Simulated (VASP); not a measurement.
Here is a VASP 6.6.1 calculation.

The input INCAR:

```
SYSTEM = Al2O3
PREC     = Accurate       ! precision mode
ENCUT    = 520            ! plane-wave cutoff, eV
EDIFF    = 1E-7           ! SCF threshold, eV
ISMEAR   = 0              ! smearing method
SIGMA    = 0.05           ! smearing width, eV
LREAL    = .FALSE.        ! projectors in reciprocal space
LASPH    = .TRUE.         ! aspherical terms in the spheres
NELM     = 80             ! most SCF steps
ALGO     = Normal         ! electronic algorithm
ISIF     = 2              ! what is computed and relaxed
LWAVE    = .FALSE.        ! write WAVECAR
LCHARG   = .FALSE.        ! write CHGCAR
GGA      = CA             ! functional
NBANDS   = 20             ! bands
```

File KPOINTS:

```
regular mesh
0
G
  12 12 4
  0 0 0
```

The input POSCAR:

```
Al2O3
1.0
    2.7977951999      0.0000000000      0.0000000000
   -1.3988976000      2.4229617176      0.0000000000
    0.0000000000      0.0000000000      9.0566518262
Al O
2 3
Direct
    0.0000000000      0.0000000000      0.1499923300
    0.0000000000      0.0000000000      0.8500076700
    0.3333333333      0.6666666667      0.2223169200
    0.6666666667      0.3333333333      0.0000000000
    0.3333333333      0.6666666667      0.7776830800
```

Potentials or basis: VASP PAW LDA potentials, release 64 (Al, O).

Command:

```bash
$ cat potpaw_LDA.64/Al/POTCAR potpaw_LDA.64/O/POTCAR > POTCAR
$ mpirun -np 1 vasp_std > vasp.out
```

Task: Predict the pressure.

Result: 8.2 GPa.

Task: What does it give for the largest force?

Result: 0.680 eV/Å.

Task: Predict the band gap on the k mesh.

Result: 5.56 eV, indirect (least direct gap 5.86 eV).

Forces in eV/Å, atoms in the order of the input:
```
Al   0.000  0.000 -0.334
Al   0.000  0.000  0.334
O    0.000  0.000  0.680
O    0.000  0.000  0.000
O    0.000  0.000 -0.680
```

Caveat: the cell differs from its parent crystal (strain -0.030 along x and y, -0.030 along z). A k mesh can miss the band edges.
